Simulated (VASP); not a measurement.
Wanted: the native input for a VASP 6.6.1 run.

- Task: single point
- Functional: r2SCAN
- Dispersion: rVV10
- Potentials or basis: VASP PAW PBE potentials, release 64 (Gd, N)
- Cutoff: 520 eV
- k mesh: 8 × 8 × 8
- Occupations: gaussian, width 0.05 eV
- Spin: collinear spin, ferromagnetic start
- Starting moments: [7.63, 0.0] μB
- Hubbard terms: Gd f U = 4.0 eV
- Dipole correction: no
- Further INCAR settings: ALGO = Normal; EDIFF = 1e-06; NBANDS = 22

The system is GdN.

```
CELL_PARAMETERS angstrom
0.00000 2.49950 2.49950
2.49950 0.00000 2.49950
2.49950 2.49950 0.00000
ATOMIC_POSITIONS crystal
Gd 0.50000 0.50000 0.50000
N 0.00000 0.00000 0.00000
```

The input as run:

POSCAR

```
GdN
1.0
    0.0000000000      2.4994985661      2.4994985661
    2.4994985661      0.0000000000      2.4994985661
    2.4994985661      2.4994985661      0.0000000000
Gd N
1 1
Direct
    0.5000000000      0.5000000000      0.5000000000
    0.0000000000      0.0000000000      0.0000000000
```

INCAR.step1

```
PREC = Accurate ; ENCUT = 520
ISMEAR = 0 ; SIGMA = 0.05
LREAL = False ; LASPH = True
NELM = 150 ; ISPIN = 2
MAGMOM = 7.63 0 ; LMAXMIX = 6
LDAU = True ; LDAUTYPE = 2
LDAUL = 3 -1 ; LDAUU = 4 0
LDAUJ = 0 0 ; NBANDS = 22
GGA = PE ; ALGO = Normal
EDIFF = 1E-4 ; LWAVE = True
LCHARG = False
```

INCAR.step2

```
PREC = Accurate ; ENCUT = 520
EDIFF = 1E-6 ; ISMEAR = 0
SIGMA = 0.05 ; LREAL = False
LASPH = True ; NELM = 150
ALGO = Normal ; ISIF = 2
LWAVE = False ; LCHARG = False
ISPIN = 2 ; MAGMOM = 7.63 0
LORBIT = 11 ; LMAXMIX = 6
LDAU = True ; LDAUTYPE = 2
LDAUL = 3 -1 ; LDAUU = 4 0
LDAUJ = 0 0 ; LDAUPRINT = 1
METAGGA = R2SCAN ; LMIXTAU = True
LUSE_VDW = True ; IVDW_NL = 2
BPARAM = 11.95 ; CPARAM = 0.0093
NBANDS = 22 ; ISTART = 1
```

KPOINTS

```
Automatic mesh
0
Gamma
  8 8 8
```

Potentials or basis: VASP PAW PBE potentials, release 64 (Gd, N).

The run is started by

```sh
$ cat potpaw_PBE.64/Gd/POTCAR potpaw_PBE.64/N/POTCAR > POTCAR
$ cp INCAR.step1 INCAR
$ mpirun -np 1 vasp_std > vasp.out
$ cp INCAR.step2 INCAR
$ mpirun -np 1 vasp_std > vasp.out
```

Results of the run:

| Property | Result |
| --- | --- |
| Pressure | -2.4 GPa |
| Band gap on the k mesh | zero (filled and empty bands overlap) |
| Net moment | 7.00 μB per cell |
| Site moments | Gd +6.83; N -0.14 μB |
| Valence electrons inside the program's atomic spheres | Gd 15.22; N 3.67 |

Caveat: the PAW data sets were made with another functional, which shifts forces and pressure a little; spin-orbit coupling is left out, which moves the levels of the heavy elements; a cell with one magnetic atom can't hold antiferromagnetic order, which such compounds often take.

Wall time 2.2 min on 1 thread of AMD EPYC 9R45 96-Core Processor (Zen 5), on a shared host, peak memory 0.27 GiB.
